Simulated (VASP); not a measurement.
Runs of VASP 6.6.1 on WC. The structure is that of space group Fm-3m (No. 225), or close to it. The cells are those of the table. 

```tsv
cell	gap on the mesh (eV)	pressure (GPa)
a = 3.080 Å, angles 60.0°, 2 atoms	none	4.4
a = 3.121 Å, angles 60.0°, 2 atoms	none	(b)
a = 3.038 Å, angles 60.0°, 2 atoms	none	(a)
a = 3.142 Å, angles 60.0°, 2 atoms	none	-16.5
a = 3.059 Å, angles 60.0°, 2 atoms	none	12.9
```

Alike in all rows: task single point; level r2SCAN; potentials or basis VASP PAW PBE potentials, release 64 (W_sv, C); no spin polarisation; k mesh 11 × 11 × 11; cutoff (eV) 520; smearing fermi-dirac 0.1 eV.

Task: Fill in the values left out.

Result: (a) 22.5; (b) -10.3.

Caveats: the PAW data sets were made with another functional, which shifts forces and pressure a little; spin-orbit coupling is left out, which moves the levels of the heavy elements.

A k mesh can miss the band edges, and the runs leave out spin-orbit coupling on W.

A gap of «none» marks levels without a gap at the run's occupations.
